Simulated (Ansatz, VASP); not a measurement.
# K3OF in VASP and in Ansatz

File POSCAR:

```
K3OF
1.0
    5.0567019604      0.0000000000      0.0000000000
    0.0000000000      5.0567019604      0.0000000000
    0.0000000000      0.0000000000      5.0567019604
F O K
1 1 3
Direct
    0.0000000000      0.0000000000      0.0000000000
    0.5000000000      0.5000000000      0.5000000000
    0.5000000000      0.5000000000      0.0000000000
    0.5000000000      0.0000000000      0.5000000000
    0.0000000000      0.5000000000      0.5000000000
```

File INCAR.step1:

```
SYSTEM = K3OF
PREC     = Accurate       ! precision mode
ENCUT    = 520            ! plane-wave cutoff, eV
ISMEAR   = 0              ! smearing method
SIGMA    = 0.01           ! smearing width, eV
LREAL    = .FALSE.        ! projectors in reciprocal space
LASPH    = .TRUE.         ! aspherical terms in the spheres
NELM     = 100            ! most SCF steps
NBANDS   = 28             ! bands
GGA      = PE             ! functional
ALGO     = Normal         ! electronic algorithm
EDIFF    = 1E-4           ! SCF threshold, eV
LWAVE    = .TRUE.         ! write WAVECAR
LCHARG   = .FALSE.        ! write CHGCAR
```

INCAR.step2

```
SYSTEM = K3OF
PREC     = Accurate       ! precision mode
ENCUT    = 520            ! plane-wave cutoff, eV
EDIFF    = 1E-7           ! SCF threshold, eV
ISMEAR   = 0              ! smearing method
SIGMA    = 0.01           ! smearing width, eV
LREAL    = .FALSE.        ! projectors in reciprocal space
LASPH    = .TRUE.         ! aspherical terms in the spheres
NELM     = 100            ! most SCF steps
ALGO     = Normal         ! electronic algorithm
ISIF     = 2              ! what is computed and relaxed
LWAVE    = .FALSE.        ! write WAVECAR
LCHARG   = .FALSE.        ! write CHGCAR
METAGGA  = R2SCAN         ! meta-GGA
LMIXTAU  = .TRUE.       
NBANDS   = 28             ! bands
ISTART   = 1
```

File KPOINTS:

```
Automatic mesh
0
G
  4 4 4
  0 0 0
```

Input for Ansatz:

```yaml
crystal:
  lattice:
    - [5.0567019604, 0.0, 0.0]
    - [0.0, 5.0567019604, 0.0]
    - [0.0, 0.0, 5.0567019604]
  atoms:
    - { symbol: F, position: [0.0, 0.0, 0.0] }
    - { symbol: O, position: [0.5, 0.5, 0.5] }
    - { symbol: K, position: [0.5, 0.5, 0.0] }
    - { symbol: K, position: [0.5, 0.0, 0.5] }
    - { symbol: K, position: [0.0, 0.5, 0.5] }
kpoints:
  mp_grid: { grid: [4, 4, 4] }
hamiltonian:
  xc: r2scan
scf:
  occupations: { method: fixed }
  n_extra_bands: 5
output:
  forces: true
  stress: true
  eigenvalues: true
```

Alike in both runs: task single point; functional r2SCAN; k mesh 4 × 4 × 4; no spin polarisation.

|  | VASP | Ansatz |
| --- | --- | --- |
| version | VASP 6.6.1 | Ansatz 0.2.0 |
| potentials or method | VASP PAW PBE potentials, release 64 (F, O, K_sv) | plane waves, PAW |
| plane-wave cutoff (eV) | 520 | 500 |
| occupations | gaussian, width 0.01 eV | fixed |
| valence electrons in the cell | 40 | 40 |

```tsv
	VASP	Ansatz	Ansatz less VASP
gap on the k mesh at the Fermi level (eV)	1.24	1.24	+0.008
pressure (GPa)	0.1	0.0	-0.07
```

VASP's potentials were made for PBE, not for r2SCAN.
